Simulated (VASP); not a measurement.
# Re in VASP: a series of runs

The runs below take Re through single point, with PBE, revPBE.

Program: VASP 6.6.1. These are calculated values, not measurements. Logs are shortened: lines on timing, memory, paths and dates and some standing lists are left out, and cuts for length are marked.

### 1 The cell of the first run

The cell holds a wire or tube with vacuum around it, 4 atoms: a = 11.600 Å, b = 9.300 Å, c = 4.839 Å, α = 90.00°, β = 90.00°, γ = 90.00°.

### 2 Single point, PBE, collinear spin

INCAR reads:

```
  ALGO = Normal
  EDIFF = 1E-7
  ENCUT = 520
  GGA = PE
  ISIF = 2
  ISMEAR = 0
  ISPIN = 2
  LASPH = True
  LCHARG = False
  LMAXMIX = 4
  LORBIT = 11
  LREAL = False
  LWAVE = False
  MAGMOM = 1.5 1.5 1.5 1.5
  NBANDS = 26
  NELM = 150
  PREC = Accurate
  SIGMA = 0.05
```

KPOINTS reads:

```
k-points
0
Gamma
  1 1 13
```

POSCAR reads:

```
Re
1.0
   11.6000000000      0.0000000000      0.0000000000
    0.0000000000      9.3000000000      0.0000000000
    0.0000000000      0.0000000000      4.8393462593
Re
4
Direct
    0.4021579681      0.5000000000      0.0000000000
    0.4021579681      0.5000000000      0.5000000000
    0.5978420319      0.5000000000      0.0000000000
    0.5978420319      0.5000000000      0.5000000000
```

Potentials or basis: VASP PAW PBE potentials, release 64 (Re).

Started as:

```bash
> cat potpaw_PBE.64/Re/POTCAR > POTCAR
> mpirun -np 1 vasp_std > vasp.out
```

OUTCAR:

```text
EDIFF = 1E-7
   ENCUT = 520
   GGA = PE
   ISIF = 2
   ISMEAR = 0
   ISPIN = 2
   LASPH = True
   LORBIT = 11
   LREAL = False
   NELM = 150
   PREC = Accurate

 ion  position               nearest neighbor table
   1  0.402  0.500  0.000-   3 2.27   2 2.42   2 2.42   4 3.32   4 3.32
   2  0.402  0.500  0.500-   4 2.27   1 2.42   1 2.42   3 3.32   3 3.32
   3  0.598  0.500  0.000-   1 2.27   4 2.42   4 2.42   2 3.32   2 3.32
   4  0.598  0.500  0.500-   2 2.27   3 2.42   3 2.42   1 3.32   1 3.32

  LATTYP: Found a simple orthorhombic cell.
 ALAT       =     4.8393462593
 B/A-ratio  =     1.9217471745
 C/A-ratio  =     2.3970179810

  Lattice vectors:

 A1 = (   0.0000000000,   0.0000000000,  -4.8393462593)
 A2 = (   0.0000000000,   9.3000000000,   0.0000000000)
 A3 = (  11.6000000000,   0.0000000000,   0.0000000000)

Analysis of symmetry for initial positions (statically):
=====================================================================
 Subroutine PRICEL returns following result:

  LATTYP: Found a simple orthorhombic cell.
 ALAT       =     2.4196731297
 B/A-ratio  =     3.8434943489
 C/A-ratio  =     4.7940359621
[... 12 lines left out ...]
 Subroutine GETGRP returns: Found  8 space group operations
 (whereof  8 operations were pure point group operations)
 out of a pool of  8 trial point group operations.

The static configuration has the point symmetry D_2h.

Analysis of symmetry for dynamics (positions and initial velocities):
=====================================================================
 Subroutine PRICEL returns following result:

  LATTYP: Found a simple orthorhombic cell.
 ALAT       =     2.4196731297
 B/A-ratio  =     3.8434943489
 C/A-ratio  =     4.7940359621
[... 12 lines left out ...]
 Subroutine GETGRP returns: Found  8 space group operations
 (whereof  8 operations were pure point group operations)
 out of a pool of  8 trial point group operations.

The dynamic configuration has the point symmetry D_2h.

Analysis of structural, dynamic, and magnetic symmetry:
=====================================================================
 Subroutine PRICEL returns following result:

  LATTYP: Found a simple orthorhombic cell.
 ALAT       =     2.4196731297
 B/A-ratio  =     3.8434943489
 C/A-ratio  =     4.7940359621
[... 12 lines left out ...]
 Subroutine GETGRP returns: Found  8 space group operations
 (whereof  8 operations were pure point group operations)
 out of a pool of  8 trial point group operations.

The overall configuration has the point symmetry D_2h.

 Subroutine INISYM returns: Found  8 space group operations
 (whereof  8 operations are pure point group operations),
 and found     2 'primitive' translations

----------------------------------------------------------------------------------------

                                     Primitive cell

  volume of cell :     261.0343

  direct lattice vectors                    reciprocal lattice vectors
     0.000000000  0.000000000 -2.419673130     0.000000000  0.000000000 -0.413278962
     0.000000000  9.300000000  0.000000000     0.000000000  0.107526882  0.000000000
    11.600000000  0.000000000  0.000000000     0.086206897  0.000000000  0.000000000

  length of vectors
     2.419673130  9.300000000 11.600000000     0.413278962  0.107526882  0.086206897

  position of ions in fractional coordinates (direct lattice)
     0.000000000  0.500000000  0.402157968
     0.000000000  0.500000000  0.597842032

  ion indices of the primitive-cell ions
   primitive index   ion index
                 1           1
                 2           3

----------------------------------------------------------------------------------------

 KPOINTS: k-points

Automatic generation of k-mesh.
 Grid dimensions read from file:
 generate k-points for:    1    1   13

 Generating k-lattice:

  Cartesian coordinates                     Fractional coordinates (reciprocal lattice)
     0.086206897  0.000000000  0.000000000     1.000000000  0.000000000  0.000000000
     0.000000000  0.107526882  0.000000000     0.000000000  1.000000000  0.000000000
     0.000000000  0.000000000  0.015895345     0.000000000  0.000000000  0.076923077

  Length of vectors
     0.086206897  0.107526882  0.015895345

  Shift w.r.t. Gamma in fractional coordinates (k-lattice)
     0.000000000  0.000000000  0.000000000

 Subroutine IBZKPT returns following result:
 ===========================================

 Found      7 irreducible k-points:

 Following reciprocal coordinates:
            Coordinates               Weight
  0.000000  0.000000  0.000000      1.000000
  0.000000  0.000000  0.076923      2.000000
  0.000000  0.000000  0.153846      2.000000
  0.000000  0.000000  0.230769      2.000000
  0.000000  0.000000  0.307692      2.000000
  0.000000  0.000000  0.384615      2.000000
  0.000000  0.000000  0.461538      2.000000
   k-points           NKPTS =      7   k-points in BZ     NKDIM =      7   number of bands    NBANDS=     26
   number of dos      NEDOS =    301   number of ions     NIONS =      4
   total plane-waves  NPLWV = 226800
   dimension x,y,z NGX =    90 NGY =   70 NGZ =   36
   dimension x,y,z NGXF=   180 NGYF=  140 NGZF=   72
   ions per type =               4
   NGX,Y,Z   is equivalent  to a cutoff of  12.90, 12.51, 12.37 a.u.
   NGXF,Y,Z  is equivalent  to a cutoff of  25.80, 25.03, 24.73 a.u.
 SYSTEM =  unknown system
   PREC   = accura    normal or accurate (medium, high low for compatibility)
   ISTART =      0    job   : 0-new  1-cont  2-samecut
   ICHARG =      2    charge: 1-file 2-atom 10-const
   ISPIN  =      2    spin polarized calculation?
   LNONCOLLINEAR =      F non collinear calculations
   LSORBIT =      F    spin-orbit coupling
   LASPH  =      T    aspherical Exc in radial PAW
   ENCUT  =  520.0 eV  38.22 Ry    6.18 a.u.  21.57 17.29  9.00*2*pi/ulx,y,z
   NELM   =    150;   NELMIN=  2; NELMDL= -5     # of ELM steps
   EDIFF  = 0.1E-06   stopping-criterion for ELM
   LREAL  =      F    real-space projection
   EDIFFG = 0.1E-05   stopping-criterion for IOM
   NSW    =      0    number of steps for IOM
   IBRION =     -1    ionic relax: 0-MD 1-quasi-New 2-CG
   NFREE  =      0    steps in history (QN), initial steepest desc. (CG)
   ISIF   =      2    stress and relaxation
   ISYM   =      2    0-nonsym 1-usesym 2-fastsym
   POTIM  = 0.5000    time-step for ionic-motion
   TEBEG  =    0.0;   TEEND  =   0.0 temperature during run
   PSTRESS=    0.0 pullay stress
   NELECT =      28.0000    total number of electrons
   NUPDOWN=      -1.0000    fix difference up-down
   EMIN   =  10.00;   EMAX   =-10.00  energy-range for DOS
   EFERMI =   0.00;   METHOD = LEGACY
   ISMEAR =     0;   SIGMA  =   0.05  broadening in eV -4-tet -1-fermi 0-gaus
   EFERMI_NEDOS =   21; number of points for ismear=-14 and -15
   IALGO  =     38    algorithm
   IMIX   =      4    mixing-type and parameters
     AMIX     =   0.40;   BMIX     =  1.00
     AMIX_MAG =   1.60;   BMIX_MAG =  1.00
  volume/ion in A,a.u.               =     130.52       880.77
  Fermi-wavevector in a.u.,A,eV,Ry     =   0.617379  1.166677  5.185948  0.381156
  Thomas-Fermi vector in A             =   1.675443
   LORBIT       =     11    0 simple, 1 ext, 2 COOP (PROOUT), +10 PAW based schemes
   GGA     = PE    functional components
   LHFCALC =     F    Hartree Fock is set to
   AEXX    =    0.0000 exact exchange contribution
   IVDW    =     0    specifies the selected vdW correction
   LEPSILON=     F    determine dielectric tensor
   LRPA    =     F    only Hartree local field effects (RPA)
 spin polarized calculation
 Gauss-broadening in eV      SIGMA  =   0.05
  energy-cutoff  :      520.00
  volume of cell :      522.07
 maximum number of plane-waves:     14104
 NGX is ok and might be reduce to    90
   NGX = 43   NGY = 35   NGZ = 17

 number of electron      27.9999998 magnetization       0.0003205

 number of electron      27.9999998 magnetization      -0.0001085

 Free energy of the ion-electron system (eV)
  ---------------------------------------------------
  ext. energy  EPLUGINS =         0.00000000
  ---------------------------------------------------
  free energy    TOTEN  =       -35.79412627 eV

  energy without entropy =      -35.79006875  energy(sigma->0) =      -35.79209751

 E-fermi :  -3.2283     XC(G=0):  -3.1670

 val. band max:       -3.2825742685   @ k =   0.0000   0.0000   0.4615
 cond. band min:      -3.1774286067   @ k =   0.0000   0.0000   0.1538
 fundamental gap:      0.1051456618
 Fermi energy:        -3.2283298259

 spin component 1

 k-point     1 :       0.0000    0.0000    0.0000
  band No.  band energies     occupation
      1      -9.6595      1.00000
      2      -8.8116      1.00000
      3      -8.1541      1.00000
      4      -7.3380      1.00000
      5      -6.9559      1.00000
      6      -6.4682      1.00000
[... 192 lines left out ...]
     25       1.0742      0.00000
     26       1.2936      0.00000
 Fermi energy:        -3.2283298259

 spin component 2

 k-point     1 :       0.0000    0.0000    0.0000
  band No.  band energies     occupation
      1      -9.6595      1.00000
      2      -8.8116      1.00000
      3      -8.1541      1.00000
      4      -7.3380      1.00000
      5      -6.9559      1.00000
      6      -6.4682      1.00000
[... 192 lines left out ...]
     25       1.0741      0.00000
     26       1.2936      0.00000

------------------------ aborting loop because EDIFF is reached ----------------------------------------

  FORCE on cell =-STRESS in cart. coord.  units (eV):
  Direction    XX          YY          ZZ          XY          YZ          ZX
  --------------------------------------------------------------------------------------
  -------------------------------------------------------------------------------------
  Total       -1.8813651     -0.0944180     -1.1889447      0.0000000      0.0000000      0.0000000
  in kB       -5.7737240     -0.2897596     -3.6487543      0.0000000      0.0000000      0.0000000
  external PRESSURE =      -3.2374126 kB  Pullay stress =       0.0000000 kB

 VOLUME and BASIS-vectors are now :
 -----------------------------------------------------------------------------
  energy-cutoff  :      520.00
  volume of cell :      522.07
      direct lattice vectors                 reciprocal lattice vectors
    11.600000000  0.000000000  0.000000000     0.086206897  0.000000000  0.000000000
     0.000000000  9.300000000  0.000000000     0.000000000  0.107526882  0.000000000
     0.000000000  0.000000000  4.839346259     0.000000000  0.000000000  0.206639481

 POSITION                                       TOTAL-FORCE (eV/Angst)
 -----------------------------------------------------------------------------------
      4.66503      4.65000      0.00000         0.412789      0.000000     -0.000000
      4.66503      4.65000      2.41967         0.412789      0.000000      0.000000
      6.93497      4.65000      0.00000        -0.412789     -0.000000     -0.000000
      6.93497      4.65000      2.41967        -0.412789     -0.000000      0.000000
 -----------------------------------------------------------------------------------
    total drift:                               -0.000000      0.000000      0.000000

  FREE ENERGIE OF THE ION-ELECTRON SYSTEM (eV)
  ---------------------------------------------------
  free  energy   TOTEN  =       -35.7941262721 eV

  energy  without entropy=      -35.7900687496  energy(sigma->0) =      -35.79209751

 total charge

# of ion       s       p       d       tot
------------------------------------------
    1        0.725   0.314   4.990   6.028
    2        0.725   0.314   4.990   6.028
    3        0.725   0.314   4.990   6.028
    4        0.725   0.314   4.990   6.028
--------------------------------------------------
tot          2.898   1.254  19.961  24.114

 magnetization (x)

# of ion       s       p       d       tot
------------------------------------------
    1       -0.000   0.000  -0.000  -0.000
    2       -0.000   0.000  -0.000  -0.000
    3       -0.000   0.000  -0.000  -0.000
    4       -0.000   0.000  -0.000  -0.000
--------------------------------------------------
tot         -0.000   0.000  -0.000  -0.000
```

Run time: 5 min. Hardware: 1 thread of AMD EPYC 9R45 (Zen 5), shared host; peak memory 0.69 GiB.

What came out:

| Item | Value |
| --- | --- |
| Free energy | -35.7941 eV |
| Largest force | 0.413 eV/Å |
| Band gap on the k mesh | zero (filled and empty bands overlap) |
| Net moment | 0.00 μB per cell |
| Valence electrons inside the program's atomic spheres | Re 6.03 |

Forces in eV/Å, atoms in the order of the input:
```
Re   0.413  0.000  0.000
Re   0.413  0.000  0.000
Re  -0.413  0.000  0.000
Re  -0.413  0.000  0.000
```

Caveat: spin-orbit coupling is left out, which moves the levels of the heavy elements.

### 3 Single point, revPBE, collinear spin

INCAR reads:

```
SYSTEM = Re
PREC = Accurate ; ENCUT = 520
EDIFF = 1E-6 ; ISMEAR = 0
SIGMA = 0.05 ; LREAL = .False.
LASPH = .True. ; NELM = 150
ALGO = Normal ; ISIF = 2
LWAVE = .False. ; LCHARG = .True.
ISPIN = 2 ; MAGMOM = 1.5 1.5 1.5 1.5
LORBIT = 11 ; LMAXMIX = 4
GGA = RE ; LELF = .True.
LVHAR = .True. ; NBANDS = 26
```

KPOINTS reads:

```
Automatic mesh
0
Gamma
  1 1 13
  0 0 0
```

POSCAR is that of step 2.

Potentials or basis: VASP PAW PBE potentials, release 64 (Re).

Started as:

```bash
> cat potpaw_PBE.64/Re/POTCAR > POTCAR
> mpirun -np 1 vasp_std > vasp.out
```

OUTCAR:

```text
SYSTEM = Re
   PREC = Accurate
   ENCUT = 520
   EDIFF = 1E-6
   ISMEAR = 0
   LREAL = .False.
   LASPH = .True.
   NELM = 150
   ISIF = 2
   ISPIN = 2
   LORBIT = 11
   GGA = RE

 ion  position               nearest neighbor table
   1  0.402  0.500  0.000-   3 2.27   2 2.42   2 2.42   4 3.32   4 3.32
   2  0.402  0.500  0.500-   4 2.27   1 2.42   1 2.42   3 3.32   3 3.32
   3  0.598  0.500  0.000-   1 2.27   4 2.42   4 2.42   2 3.32   2 3.32
   4  0.598  0.500  0.500-   2 2.27   3 2.42   3 2.42   1 3.32   1 3.32

  LATTYP: Found a simple orthorhombic cell.
 ALAT       =     4.8393462593
 B/A-ratio  =     1.9217471745
 C/A-ratio  =     2.3970179810

[... 648 lines left out ...]
    11.600000000  0.000000000  0.000000000     0.086206897  0.000000000  0.000000000
     0.000000000  9.300000000  0.000000000     0.000000000  0.107526882  0.000000000
     0.000000000  0.000000000  4.839346259     0.000000000  0.000000000  0.206639481

 POSITION                                       TOTAL-FORCE (eV/Angst)
 -----------------------------------------------------------------------------------
      4.66503      4.65000      0.00000         0.258140      0.000000     -0.000000
      4.66503      4.65000      2.41967         0.258140      0.000000      0.000000
      6.93497      4.65000      0.00000        -0.258140     -0.000000     -0.000000
      6.93497      4.65000      2.41967        -0.258140     -0.000000      0.000000
 -----------------------------------------------------------------------------------
    total drift:                               -0.000000      0.000000      0.000000

  FREE ENERGIE OF THE ION-ELECTRON SYSTEM (eV)
  ---------------------------------------------------
  free  energy   TOTEN  =       -34.5092654879 eV

  energy  without entropy=      -34.5050789743  energy(sigma->0) =      -34.50717223

 total charge

# of ion       s       p       d       tot
------------------------------------------
    1        0.726   0.315   4.973   6.014
    2        0.726   0.315   4.973   6.014
    3        0.726   0.315   4.973   6.014
    4        0.726   0.315   4.973   6.014
--------------------------------------------------
tot          2.904   1.258  19.892  24.054

 magnetization (x)

# of ion       s       p       d       tot
------------------------------------------
    1       -0.000  -0.000   0.000   0.000
    2       -0.000  -0.000   0.000   0.000
    3       -0.000  -0.000   0.000   0.000
    4       -0.000  -0.000   0.000   0.000
--------------------------------------------------
tot         -0.000  -0.000   0.000   0.000
```

OSZICAR:

```text
N       E                     dE             d eps       ncg     rms          rms(c)
DAV:   1     0.179142270276E+03    0.17914E+03   -0.74112E+03  1112   0.783E+02
DAV:   2     0.250068858782E+02   -0.15414E+03   -0.13138E+03  1284   0.608E+02
[... 19 lines left out ...]
DAV:  22    -0.345092244332E+02   -0.98696E-04   -0.40557E-05  1050   0.449E-02    0.676E-03
DAV:  23    -0.345092325553E+02   -0.81221E-05   -0.49302E-06   996   0.192E-02    0.339E-03
DAV:  24    -0.345092403665E+02   -0.78112E-05   -0.23098E-06   856   0.176E-02    0.292E-03
DAV:  25    -0.345092539934E+02   -0.13627E-04   -0.20700E-06   886   0.170E-02    0.276E-03
DAV:  26    -0.345092627386E+02   -0.87452E-05   -0.24206E-06   866   0.145E-02    0.134E-03
DAV:  27    -0.345092649722E+02   -0.22335E-05   -0.65501E-07   748   0.159E-02    0.144E-03
DAV:  28    -0.345092654879E+02   -0.51569E-06   -0.39800E-07   732   0.128E-02
   1 F= -.34509265E+02 E0= -.34507172E+02  d E =-.418651E-02  mag=    -0.0001
```

stdout:

```text
POSCAR found type information on POSCAR Re
 POSCAR found :  1 types and       4 ions
 scaLAPACK will be used
 -----------------------------------------------------------------------------
|                                                                             |
|                                                                             |
|     You enforced a specific xc type in the INCAR file but a different       |
|     I HOPE YOU KNOW WHAT YOU ARE DOING!                                     |
|                                                                             |
 -----------------------------------------------------------------------------

 LDA part: xc-table for (Slater+PW92), standard interpolation
 POSCAR, INCAR and KPOINTS ok, starting setup
 FFT: planning ... GRIDC
 FFT: planning ... GRID_SOFT
 FFT: planning ... GRID
 WAVECAR not read
 entering main loop
```

Run time: 5.4 min. Hardware: 1 thread of AMD EPYC 9R45 (Zen 5), shared host; peak memory 0.69 GiB.

Results:

```
Free energy                                           : -34.5093 eV
Largest force                                         : 0.258 eV/Å
Band gap on the k mesh                                : zero (filled and empty bands overlap)
Net moment                                            : 0.00 μB per cell
Valence electrons inside the program's atomic spheres : Re 6.01
```

Forces on the atoms (eV/Å):
```
Re   0.258  0.000  0.000
Re   0.258  0.000  0.000
Re  -0.258  0.000  0.000
Re  -0.258  0.000  0.000
```

Caveat: the PAW data sets were made with another functional, which shifts forces and pressure a little; spin-orbit coupling is left out, which moves the levels of the heavy elements.

(Part 1 of 2 ends here.)

The gap in the log of VASP goes by the Fermi energy; the results here count the filled bands.